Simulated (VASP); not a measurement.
Runs of VASP 6.6.1 on ZrC. The structure is that of space group Fm-3m (No. 225), or close to it. The cells are those of the table. 

| task | level | cell | cutoff (eV) | gap on the mesh (eV) | pressure (GPa) |
| --- | --- | --- | --- | --- | --- |
| electric field gradients | r2SCAN+D3(BJ) | a = 3.105 Å, angles 60.0°, 2 atoms | 520 | none | 70.6 |
| single point | r2SCAN | a = 3.345 Å, angles 60.0°, 2 atoms | 660 | none | -2.5 |
| single point | r2SCAN | a = 3.105 Å, angles 60.0°, 2 atoms | 660 | none | (b) |
| single point | r2SCAN | a = 2.740 Å, angles 60.0°, 2 atoms | 660 | none | (a) |
| single point | r2SCAN | a = 2.970 Å, angles 60.0°, 2 atoms | 660 | none | 155.6 |

Alike in all rows: potentials or basis VASP PAW PBE potentials, release 64 (Zr_sv, C); no spin polarisation; k mesh 13 × 13 × 13; smearing fermi-dirac 0.05 eV.

Problem. Estimate the missing entries.

Solution. (a) 408.2; (b) 73.9.

Caveats: the PAW data sets were made with another functional, which shifts forces and pressure a little; the cell stands under pressure (at least some runs); three body term missing (at least some runs).

A k mesh can miss the band edges, and the runs leave out spin-orbit coupling on Zr.

A gap of «none» marks levels without a gap at the run's occupations.
